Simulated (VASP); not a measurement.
Set up this calculation in VASP 6.6.1, as the native input.

```
Task                   : single point
Functional             : PBE
Potentials or basis    : VASP PAW PBE potentials, release 64 (Ti_sv, C)
Cutoff                 : 520 eV
k mesh                 : 6 × 6 × 4
Occupations            : gaussian, width 0.1 eV
Spin                   : no spin polarisation
Dipole correction      : no
Further INCAR settings : ALGO = Normal; EDIFF = 1e-07; NBANDS = 20
```

The structure of TiC3 lies in POSCAR:

```
TiC3
1.0
    3.7795787637      0.0000000000      0.0000000000
   -1.8897893819      3.2732112250      0.0000000000
    0.0000000000      0.0000000000      4.0421377668
Ti C
1 3
Direct
    0.0000000000      0.0000000000      0.0000000000
    0.0000000000      0.0000000000      0.5000000000
    0.3333333333      0.6666666667      0.0000000000
    0.6666666667      0.3333333333      0.0000000000
```

These files were run (other wordings do the same):

INCAR

```
PREC = Accurate
ENCUT = 520
EDIFF = 1E-7
ISMEAR = 0
SIGMA = 0.1
LREAL = F
LASPH = T
NELM = 100
ALGO = Normal
ISIF = 2
LWAVE = F
LCHARG = T
GGA = PE
LELF = T
LVHAR = T
NBANDS = 20
```

KPOINTS

```
regular mesh
0
Gamma
  6 6 4
```

Potentials or basis: VASP PAW PBE potentials, release 64 (Ti_sv, C).

Command:

```bash
$ cat potpaw_PBE.64/Ti_sv/POTCAR potpaw_PBE.64/C/POTCAR > POTCAR
$ mpirun -np 1 vasp_std > vasp.out
```

It gave:

* Pressure: 0.0 GPa
* Band gap on the k mesh: zero (band 12 reaches 4.58 eV, above the bottom of band 13 at 3.32 eV)

Caveat: the k points lie up to 0.39 Å⁻¹ apart.

It took 41 s on 1 thread of AMD EPYC 7R13, with other jobs on the host, peak memory 0.14 GiB.
